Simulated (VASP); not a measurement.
# LiSe6 (P6/mmm) in VASP: relaxation of cell and atoms with PBE+D3(BJ)

Aim: the relaxation of cell and atoms of LiSe6 with PBE+D3(BJ).

Everything below comes from runs of VASP 6.6.1. Logs are shortened: lines on timing, memory, paths and dates and some standing lists are left out, and cuts for length are marked.

## (1) The cell of the first run

Symmetry: P6/mmm, No. 191, hexagonal system. The conventional cell has a = 8.628 Å, b = 8.628 Å, c = 2.661 Å, α = 90.00°, β = 90.00°, γ = 120.00°. Li (site symmetry 6/mmm) has 2 Li at 2.66 Å and 12 Se at 3.11 Å within 3.5 Å. Within 3.5 Å of Se (site symmetry m2m) lie 5 Se at 2.66 to 3.00 Å and 2 Li at 3.11 Å.

## (2) Relaxation of cell and atoms, PBE+D3(BJ)

INCAR

```
SYSTEM = LiSe6
PREC     = Accurate       ! precision mode
ENCUT    = 600            ! plane-wave cutoff, eV
EDIFF    = 1E-6           ! SCF threshold, eV
ISMEAR   = 0              ! smearing method
SIGMA    = 0.1            ! smearing width, eV
LREAL    = .False.        ! projectors in reciprocal space
LASPH    = .True.         ! aspherical terms in the spheres
NELM     = 100            ! most SCF steps
ALGO     = Normal         ! electronic algorithm
ISIF     = 3              ! what is computed and relaxed
LWAVE    = .False.        ! write WAVECAR
LCHARG   = .False.        ! write CHGCAR
GGA      = PE             ! functional
IVDW     = 12             ! dispersion correction
IBRION   = 2              ! ionic algorithm
NSW      = 100            ! ionic steps
EDIFFG   = -0.01          ! ionic threshold
```

KPOINTS

```
Automatic mesh
0
Gamma
  6 6 14
  0 0 0
```

POSCAR

```
LiSe6
1.0
    8.6282152025      0.0000000000      0.0000000000
   -4.3141076013      7.4722535547      0.0000000000
    0.0000000000      0.0000000000      2.6608298283
Li Se
1 6
Direct
    0.0000000000      0.0000000000      0.5000000000
    0.3262000393      0.3262000393      0.0000000000
    0.0000000000      0.6737999607      0.0000000000
    0.6737999607      0.0000000000      0.0000000000
    0.0000000000      0.3262000393      0.0000000000
    0.6737999607      0.6737999607      0.0000000000
    0.3262000393      0.0000000000      0.0000000000
```

Potentials or basis: VASP PAW PBE potentials, release 64 (Li_sv, Se).

Launch:

```bash
$ cat potpaw_PBE.64/Li_sv/POTCAR potpaw_PBE.64/Se/POTCAR > POTCAR
$ mpirun -np 1 vasp_std > vasp.out
```

OUTCAR:

```text
SYSTEM = LiSe6
   PREC = Accurate
   ENCUT = 600
   EDIFF = 1E-6
   ISMEAR = 0
   LREAL = .False.
   LASPH = .True.
   NELM = 100
   ISIF = 3
   GGA = PE
   IVDW = 12
   IBRION = 2
   NSW = 100
   EDIFFG = -0.01
 IVDW          = 12

 ion  position               nearest neighbor table
   1  0.000  0.000  0.500-
   2  0.326  0.326  0.000-
   3  0.000  0.674  0.000-
   4  0.674  0.000  0.000-
   5  0.000  0.326  0.000-
   6  0.674  0.674  0.000-
   7  0.326  0.000  0.000-

  LATTYP: Found a hexagonal cell.
 ALAT       =     8.6282152025
 C/A-ratio  =     0.3083870494

  Lattice vectors:

 A1 = (   8.6282152025,   0.0000000000,   0.0000000000)
 A2 = (  -4.3141076013,   7.4722535547,   0.0000000000)
 A3 = (   0.0000000000,   0.0000000000,   2.6608298283)

Analysis of symmetry for initial positions (statically):
=====================================================================
 Subroutine PRICEL returns:
 Original cell was already a primitive cell.

 Routine SETGRP: Setting up the symmetry group for a
 hexagonal supercell.

 Subroutine GETGRP returns: Found 24 space group operations
 (whereof 24 operations were pure point group operations)
 out of a pool of 24 trial point group operations.

The static configuration has the point symmetry D_6h.

Analysis of symmetry for dynamics (positions and initial velocities):
=====================================================================
 Subroutine PRICEL returns:
 Original cell was already a primitive cell.

 Routine SETGRP: Setting up the symmetry group for a
 hexagonal supercell.

 Subroutine GETGRP returns: Found 24 space group operations
 (whereof 24 operations were pure point group operations)
 out of a pool of 24 trial point group operations.

The dynamic configuration has the point symmetry D_6h.

 Subroutine INISYM returns: Found 24 space group operations
 (whereof 24 operations are pure point group operations),
 and found     1 'primitive' translations

----------------------------------------------------------------------------------------

                                     Primitive cell

  volume of cell :     171.5496

  direct lattice vectors                    reciprocal lattice vectors
     8.628215202  0.000000000  0.000000000     0.115898825  0.066914218  0.000000000
    -4.314107601  7.472253555  0.000000000     0.000000000  0.133828435  0.000000000
     0.000000000  0.000000000  2.660829828     0.000000000  0.000000000  0.375822606

  length of vectors
     8.628215202  8.628215203  2.660829828     0.133828435  0.133828435  0.375822606

  position of ions in fractional coordinates (direct lattice)
     0.000000000  0.000000000  0.500000000
     0.326200039  0.326200039  0.000000000
     0.000000000  0.673799961  0.000000000
     0.673799961  0.000000000  0.000000000
     0.000000000  0.326200039  0.000000000
     0.673799961  0.673799961  0.000000000
     0.326200039  0.000000000  0.000000000

  ion indices of the primitive-cell ions
   primitive index   ion index
                 1           1
                 2           2
                 3           3
                 4           4
                 5           5
                 6           6
                 7           7

----------------------------------------------------------------------------------------

 KPOINTS: Automatic mesh

Automatic generation of k-mesh.
 Grid dimensions read from file:
 generate k-points for:    6    6   14

 Generating k-lattice:

  Cartesian coordinates                     Fractional coordinates (reciprocal lattice)
     0.019316471  0.011152370  0.000000000     0.166666667  0.000000000  0.000000000
     0.000000000  0.022304739  0.000000000     0.000000000  0.166666667  0.000000000
     0.000000000  0.000000000  0.026844472     0.000000000  0.000000000  0.071428571

  Length of vectors
     0.022304739  0.022304739  0.026844472

  Shift w.r.t. Gamma in fractional coordinates (k-lattice)
     0.000000000  0.000000000  0.000000000

 Subroutine IBZKPT returns following result:
 ===========================================

 Found     56 irreducible k-points:

 Following reciprocal coordinates:
            Coordinates               Weight
  0.000000  0.000000  0.000000      1.000000
  0.166667  0.000000  0.000000      6.000000
  0.333333  0.000000  0.000000      6.000000
  0.500000  0.000000  0.000000      3.000000
  0.166667  0.166667  0.000000      6.000000
  0.333333  0.166667  0.000000     12.000000
[... 16 lines left out ...]
  0.166667  0.000000  0.214286     12.000000
  0.333333  0.000000  0.214286     12.000000
 [... further k-points ...]
   k-points           NKPTS =     56   k-points in BZ     NKDIM =     56   number of bands    NBANDS=     23
   number of dos      NEDOS =    301   number of ions     NIONS =      7
   total plane-waves  NPLWV = 117600
   dimension x,y,z NGX =    70 NGY =   70 NGZ =   24
   dimension x,y,z NGXF=   140 NGYF=  140 NGZF=   48
   ions per type =               1   6
   NGX,Y,Z   is equivalent  to a cutoff of  13.49, 13.49, 14.99 a.u.
   NGXF,Y,Z  is equivalent  to a cutoff of  26.97, 26.97, 29.99 a.u.
 SYSTEM =  LiSe6
   PREC   = accura    normal or accurate (medium, high low for compatibility)
   ISTART =      0    job   : 0-new  1-cont  2-samecut
   ICHARG =      2    charge: 1-file 2-atom 10-const
   ISPIN  =      1    spin polarized calculation?
   LNONCOLLINEAR =      F non collinear calculations
   LSORBIT =      F    spin-orbit coupling
   LASPH  =      T    aspherical Exc in radial PAW
   ENCUT  =  600.0 eV  44.10 Ry    6.64 a.u.  17.23 17.23  5.31*2*pi/ulx,y,z
   NELM   =    100;   NELMIN=  2; NELMDL= -5     # of ELM steps
   EDIFF  = 0.1E-05   stopping-criterion for ELM
   LREAL  =      F    real-space projection
   EDIFFG = -.1E-01   stopping-criterion for IOM
   NSW    =    100    number of steps for IOM
   IBRION =      2    ionic relax: 0-MD 1-quasi-New 2-CG
   NFREE  =      1    steps in history (QN), initial steepest desc. (CG)
   ISIF   =      3    stress and relaxation
   ISYM   =      2    0-nonsym 1-usesym 2-fastsym
   POTIM  = 0.5000    time-step for ionic-motion
   TEBEG  =    0.0;   TEEND  =   0.0 temperature during run
   PSTRESS=    0.0 pullay stress
   NELECT =      39.0000    total number of electrons
   NUPDOWN=      -1.0000    fix difference up-down
   EMIN   =  10.00;   EMAX   =-10.00  energy-range for DOS
   EFERMI =   0.00;   METHOD = LEGACY
   ISMEAR =     0;   SIGMA  =   0.10  broadening in eV -4-tet -1-fermi 0-gaus
   EFERMI_NEDOS =   21; number of points for ismear=-14 and -15
   IALGO  =     38    algorithm
   IMIX   =      4    mixing-type and parameters
     AMIX     =   0.40;   BMIX     =  1.00
     AMIX_MAG =   1.60;   BMIX_MAG =  1.00
  volume/ion in A,a.u.               =      24.51       165.38
  Fermi-wavevector in a.u.,A,eV,Ry     =   0.999156  1.888130 13.582859  0.998312
  Thomas-Fermi vector in A             =   2.131427
   LORBIT       =      0    0 simple, 1 ext, 2 COOP (PROOUT), +10 PAW based schemes
   GGA     = PE    functional components
   LHFCALC =     F    Hartree Fock is set to
   AEXX    =    0.0000 exact exchange contribution
   IVDW    =    12    specifies the selected vdW correction
   LEPSILON=     F    determine dielectric tensor
   LRPA    =     F    only Hartree local field effects (RPA)
 conjugate gradient relaxation of ions
 non-spin polarized calculation
 Gauss-broadening in eV      SIGMA  =   0.10
  energy-cutoff  :      600.00
  volume of cell :      171.55
 maximum number of plane-waves:      5763
 NGX is ok and might be reduce to    70
   NGX = 35   NGY = 35   NGZ = 11

--------------------------------------- Ionic step        1  -------------------------------------------

 number of electron      39.0000005 magnetization

 Free energy of the ion-electron system (eV)
  ---------------------------------------------------
  ext. energy  EPLUGINS =         0.00000000
  ---------------------------------------------------
  free energy    TOTEN  =       -22.19586612 eV

  energy without entropy =      -22.17867373  energy(sigma->0) =      -22.18726992

------------------------ aborting loop because EDIFF is reached ----------------------------------------

 Edisp (eV)   -2.15629

 E8    (eV) :    -0.8799

  FORCE on cell =-STRESS in cart. coord.  units (eV):
  Direction    XX          YY          ZZ          XY          YZ          ZX
  --------------------------------------------------------------------------------------
  -------------------------------------------------------------------------------------
  Total      -0.33393    -0.33393    -0.94272     0.00000    -0.00000     0.00000
  in kB      -3.11869    -3.11869    -8.80443     0.00000    -0.00000     0.00000
  external pressure =       -5.01 kB  Pullay stress =        0.00 kB
[... 296 lines left out ...]
  energy  without entropy=      -24.3400969215  energy(sigma->0) =      -24.34867367

--------------------------------------- Ionic step        8  -------------------------------------------

 number of electron      39.0000007 magnetization

 Free energy of the ion-electron system (eV)
  ---------------------------------------------------
  ext. energy  EPLUGINS =         0.00000000
  ---------------------------------------------------
  free energy    TOTEN  =       -22.19308978 eV

  energy without entropy =      -22.17582262  energy(sigma->0) =      -22.18445620

 E-fermi :   3.3014     XC(G=0):  -8.8634

 val. band max:        3.2841962847   @ k =   0.3333   0.3333   0.2143
 cond. band min:       3.3153316317   @ k =   0.1667   0.0000   0.4286
 fundamental gap:      0.0311353470
 Fermi energy:         3.3014308354

 k-point     1 :       0.0000    0.0000    0.0000
  band No.  band energies     occupation
      1     -44.0907      2.00000
      2     -12.5261      2.00000
      3     -11.5862      2.00000
      4     -11.5862      2.00000
      5     -11.0912      2.00000
      6     -11.0912      2.00000
[... 613 lines left out ...]
     22       3.2680      1.36361
     23       3.7772      0.00000

 [... further k-points ...]

------------------------ aborting loop because EDIFF is reached ----------------------------------------

 Edisp (eV)   -2.16458

 E8    (eV) :    -0.8834

  FORCE on cell =-STRESS in cart. coord.  units (eV):
  Direction    XX          YY          ZZ          XY          YZ          ZX
  --------------------------------------------------------------------------------------
  -------------------------------------------------------------------------------------
  Total      -0.00527    -0.00527    -0.04585     0.00000     0.00000     0.00000
  in kB      -0.04937    -0.04937    -0.42952     0.00000     0.00000     0.00000
  external pressure =       -0.18 kB  Pullay stress =        0.00 kB
[... 22 lines left out ...]
  FREE ENERGIE OF THE ION-ELECTRON SYSTEM (eV)
  ---------------------------------------------------
  free  energy   TOTEN  =       -24.3576686188 eV

  energy  without entropy=      -24.3404014581  energy(sigma->0) =      -24.34903504

 reached required accuracy - stopping structural energy minimisation
```

It took 13 min on 1 thread of Intel Xeon Platinum 8375C at 2.90GHz (Ice Lake), shared host; peak memory 0.51 GiB.

What came out:

| Property | Result |
| --- | --- |
| Free energy | -24.3577 eV |
| Relaxed volume | 24.43 Å³/atom |
| Relaxed cell | a = 8.641 Å, b = 8.641 Å, c = 2.645 Å, α = 90.00°, β = 90.00°, γ = 120.00° |
| Space group after relaxing (to 0.05 Å) | P6/mmm (No. 191) |
| Energy gained by relaxing | 0.8 meV/atom |
| Ionic steps | 8 |
| Pressure after relaxing | 0.0 GPa |
| Dispersion energy per atom | -0.309 eV |

Forces on the atoms (eV/Å):
```
Li   0.000  0.000  0.000
Se  -0.001 -0.002  0.000
Se  -0.001  0.002  0.000
Se   0.002  0.000  0.000
Se   0.001 -0.002  0.000
Se   0.001  0.002  0.000
Se  -0.002  0.000  0.000
```

Step by step:
```
step  energy change (eV)  largest force (eV/Å)  pressure (GPa)  volume (Å³)
   1              0.0000                0.0519           -0.50       171.55
   2             -0.0033                0.0367            0.16       169.65
   3             -0.0035                0.0397            0.04       169.99
   4             -0.0039                0.0317            0.06       170.03
   5             -0.0047                0.0078            0.08       170.15
   6             -0.0048                0.0012            0.10       170.19
   7             -0.0051                0.0002            0.07       170.41
   8             -0.0055                0.0021           -0.02       171.02
```

Final structure:
```
Li Se
1.0
     8.64137    0.00000    0.00000
    -4.32068    7.48364    0.00000
     0.00000    0.00000    2.64460
Li Se
1 6
Direct
  0.00000 0.00000 0.50000
  0.32411 0.32411 0.00000
  0.00000 0.67589 0.00000
  0.67589 0.00000 0.00000
  0.00000 0.32411 0.00000
  0.67589 0.67589 0.00000
  0.32411 0.00000 0.00000
```

Levels at points of the mesh, in eV from the Fermi level:
```csv
k point,band 15,band 16,band 17,band 18,band 19,band 20,band 21,band 22,band 23
"(0.00, 0.00, 0.00)",-2.69,-1.53,-1.53,0.58,1.20,2.02,3.48,3.88,4.16
"(0.50, 0.00, 0.00)",-1.48,-1.35,-0.63,-0.61,0.40,3.34,3.67,3.81,4.01
"(0.00, 0.00, 0.50)",-3.55,-2.65,-2.65,-0.76,-0.76,-0.13,-0.13,1.06,1.06
"(0.50, 0.00, 0.50)",-3.12,-3.02,-2.12,-2.02,-1.93,0.30,1.10,1.10,1.74
```

Caveat: the cutoff is under 1.25 times the usual one of these potentials, so pressure, stress and relaxed cells hold a basis-set (Pulay) error; the bands computed are all filled at some k points, so no gap is given.
